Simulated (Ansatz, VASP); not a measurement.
## ZnO in VASP and in Ansatz

The input INCAR:

```
SYSTEM = ZnO
ALGO = Normal
EDIFF = 1E-6
ENCUT = 520
GGA = CA
ISIF = 2
ISMEAR = 0
LASPH = .TRUE.
LCHARG = .FALSE.
LREAL = .FALSE.
LWAVE = .FALSE.
NBANDS = 16
NELM = 60
PREC = Accurate
SIGMA = 0.05
```

The input KPOINTS:

```
k-points
0
G
  12 12 12
  0 0 0
```

Contents of POSCAR:

```
ZnO
1.0
    0.0000000000      2.1152059500      2.0609699000
    2.1152059500      0.0000000000      2.0609699000
    2.1152059500      2.1152059500      0.0000000000
Zn O
1 1
Direct
    0.0000000000      0.0000000000      0.0000000000
    0.5000000000      0.5000000000      0.5000000000
```

Input for Ansatz:

```yaml
crystal:
  lattice:
    - [0.0, 2.11520595, 2.0609699]
    - [2.11520595, 0.0, 2.0609699]
    - [2.11520595, 2.11520595, 0.0]
  atoms:
    - { symbol: Zn, position: [0.0, 0.0, 0.0] }
    - { symbol: O, position: [0.5, 0.5, 0.5] }
basis:
  ecutwfc: 420
kpoints:
  mp_grid: { grid: [12, 12, 12] }
hamiltonian:
  xc: lda
scf:
  occupations: { method: gaussian, width: 0.05 }
output:
  forces: true
  stress: true
  eigenvalues: true
```

Change from the starting cell: strain -0.025 along x and y, -0.050 along z, atoms carried along.

Alike in both runs: task single point; functional LDA; k mesh 12 × 12 × 12; occupations gaussian, width 0.05 eV; no spin polarisation.

|  | VASP | Ansatz |
| --- | --- | --- |
| version | VASP 6.6.1 | Ansatz 0.2.0 |
| potentials or method | VASP PAW LDA potentials, release 64 (Zn, O), cutoff 520 eV | scalar-relativistic, plane waves, PAW |
| valence electrons in the cell | 18 | 18 |

Ansatz gave:

- gap on the k mesh at the Fermi level (eV): 1.10
- least direct gap on the mesh (eV): 2.75
- pressure (GPa): 3.1
- traceless stress, the component that is largest in VASP (GPa): 2.27

Which values does VASP return?

gap on the k mesh at the Fermi level (eV): 1.10; least direct gap on the mesh (eV): 2.74; pressure (GPa): 4.9; traceless stress, the component that is largest in VASP (GPa): 2.50.

LDA's correlation is that of Perdew and Zunger in VASP and of Perdew and Wang (1992) in Ansatz.
